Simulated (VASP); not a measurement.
Input of a VASP 6.6.1 run:

The input INCAR:

```
ALGO = Normal
EDIFF = 1E-6
ENCUT = 520
GGA = PE
ISIF = 2
ISMEAR = 0
LASPH = T
LCHARG = F
LREAL = F
LWAVE = F
NBANDS = 50
NELM = 80
PREC = Accurate
SIGMA = 0.1
```

KPOINTS

```
k-points
0
Gamma
  6 6 2
```

The input POSCAR:

```
TaGe3W2
1.0
    3.7016497209      0.0000000000      0.0000000000
    0.0000000000      3.7016497209      0.0000000000
    0.0000000000      0.0000000000      7.6020895574
Ta Ge W
1 3 2
Direct
    0.5000000000      0.5000000000      0.0000000000
    0.0000000000      0.0000000000      0.0000000000
    0.5000000000      0.0000000000      0.6198299383
    0.0000000000      0.5000000000      0.3801700617
    0.5000000000      0.0000000000      0.2641499836
    0.0000000000      0.5000000000      0.7358500164
```

Potentials or basis: VASP PAW PBE potentials, release 64 (Ta_pv, Ge_d, W_sv).

Launch:

```bash
$ cat potpaw_PBE.64/Ta_pv/POTCAR potpaw_PBE.64/Ge_d/POTCAR potpaw_PBE.64/W_sv/POTCAR > POTCAR
$ mpirun -np 1 vasp_std > vasp.out
```

Predict the pressure.

0.3 GPa.

What does it give for the largest force?

0.007 eV/Å.

What does it give for the band gap on the k mesh?

Zero (an odd number of electrons rules out a gap without spin polarisation).

Forces in eV/Å, atoms in the order of the input:
```
Ta   0.000  0.000  0.000
Ge   0.000  0.000  0.000
Ge   0.000  0.000  0.003
Ge   0.000  0.000 -0.003
W    0.000  0.000  0.007
W    0.000  0.000 -0.007
```

Caveat: the k points lie up to 0.41 Å⁻¹ apart, too coarse for converged energies and pressures of a metal; spin-orbit coupling is left out, which moves the levels of the heavy elements; an odd number of electrons without spin polarisation forces a metal; a magnetic or distorted state may lie lower.
